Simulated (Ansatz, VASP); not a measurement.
## Ag3Os: VASP beside Ansatz

The input INCAR:

```
ALGO = Fast ; EDIFF = 1E-7
EDIFFG = -0.01 ; ENCUT = 600
GGA = PE ; IBRION = 2
ISIF = 3 ; ISMEAR = 0
LASPH = T ; LCHARG = F
LREAL = F ; LWAVE = F
NELM = 80 ; NSW = 100
PREC = Accurate ; SIGMA = 0.1
```

KPOINTS

```
k-points
0
Gamma
  12 12 4
```

POSCAR

```
Ag3Os
1.0
    2.7498398142      0.0000000000      0.0000000000
   -1.3749199071      2.3814311354      0.0000000000
    0.0000000000      0.0000000000     10.6772254981
Ag Os
3 1
Direct
    0.6666666667      0.3333333333      0.2598540660
    0.6666666667      0.3333333333      0.7401459340
    0.3333333333      0.6666666667      0.5000000000
    0.6666666667      0.3333333333      0.0000000000
```

Input for Ansatz:

```yaml
crystal:
  lattice:
    - [2.7498398142, 0.0, 0.0]
    - [-1.3749199071, 2.3814311354, 0.0]
    - [0.0, 0.0, 10.6772254981]
  atoms:
    - { symbol: Ag, position: [0.6666666667, 0.3333333333, 0.259854066] }
    - { symbol: Ag, position: [0.6666666667, 0.3333333333, 0.740145934] }
    - { symbol: Ag, position: [0.3333333333, 0.6666666667, 0.5] }
    - { symbol: Os, position: [0.6666666667, 0.3333333333, 0.0] }
basis:
  ecutwfc: 420
kpoints:
  mp_grid: { grid: [12, 12, 4] }
hamiltonian:
  xc: pbe
scf:
  occupations: { method: gaussian, width: 0.1 }
output:
  forces: true
  stress: true
  eigenvalues: true
relax:
  adjacent_minimum: "off"
  f_tol: 0.01
  max_steps: 80
  cell: { stress_tol: 0.05 }
```

Alike in both runs: task relaxation of cell and atoms; functional PBE; k mesh 12 × 12 × 4; occupations gaussian, width 0.1 eV; no spin polarisation.

```csv
,VASP,Ansatz
version,VASP 6.6.1,Ansatz 0.2.0
potentials or method,"VASP PAW PBE potentials, release 64 (Ag, Os), cutoff 600 eV","scalar-relativistic, plane waves, PAW"
valence electrons in the cell,41,73
```

|  | VASP | Ansatz | Ansatz less VASP |
| --- | --- | --- | --- |
| gap on the k mesh at the Fermi level, each at its own relaxed structure (eV) | none | none | - |
| relaxed volume (Å³/atom) | 17.37 | 17.41 | +0.032 |
| relaxed cell length with the largest relative difference (Å) | 10.587 | 10.594 | +0.0067 |

A gap of «none» marks a metal or a gap that the smearing closes. VASP's potentials hold 41 valence electrons a cell and Ansatz's 73, so a difference there can come from the potentials and not from the codes.

Spin-orbit coupling is off throughout.
